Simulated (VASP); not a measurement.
Write the native input for VASP 6.6.1 that does the following.

```
Task                   : single point
Functional             : PBE
Potentials or basis    : VASP PAW PBE potentials, release 64 (B, As_d)
Cutoff                 : 600 eV
k mesh                 : 10 × 10 × 10
Occupations            : fermi-dirac, width 0.02 eV
Spin                   : no spin polarisation
Dipole correction      : no
Second run             : valence_matched
Further INCAR settings : ALGO = Normal; EDIFF = 1e-06; NBANDS = 16
```

The structure of BAs lies in POSCAR:

```
BAs
1.0
    0.0000000000      2.3918676041      2.2961928999
    2.3918676041      0.0000000000      2.2961928999
    2.3918676041      2.3918676041      0.0000000000
B As
1 1
Direct
    0.0000000000      0.0000000000      0.0000000000
    0.2500000000      0.2500000000      0.2500000000
```

This cell differs from its parent crystal: uniaxial z strain -4.0%.

One way to write it, as run:

INCAR

```
ALGO     = Normal         # electronic algorithm
EDIFF    = 1E-6           # SCF threshold, eV
ENCUT    = 600            # plane-wave cutoff, eV
GGA      = PE             # functional
GGA_COMPAT= F            
ISIF     = 2              # what is computed and relaxed
ISMEAR   = -1             # smearing method
LASPH    = T              # aspherical terms in the spheres
LCHARG   = F              # write CHGCAR
LREAL    = F              # projectors in reciprocal space
LWAVE    = F              # write WAVECAR
NBANDS   = 16             # bands
NELM     = 120            # most SCF steps
PREC     = Accurate       # precision mode
SIGMA    = 0.02           # smearing width, eV
```

KPOINTS

```
k-points
0
Gamma
  10 10 10
```

Potentials or basis: VASP PAW PBE potentials, release 64 (B, As_d).

Run with:

```sh
$ cat potpaw_PBE.64/B/POTCAR potpaw_PBE.64/As_d/POTCAR > POTCAR
$ mpirun -np 1 vasp_std > vasp.out
```

Results of the run:

```json
{
 "Pressure": "8.1 GPa",
 "Band gap on the k mesh": "0.53 eV, indirect (least direct gap 2.91 eV)"
}
```

Caveat: the cell differs from its parent crystal (uniaxial z strain -4.0%).

It took 43 s on 1 thread of Intel(R) Xeon(R) Platinum 8259CL CPU @ 2.50GHz (Skylake/Cascade Lake), with other jobs on the host, peak memory 0.19 GiB.
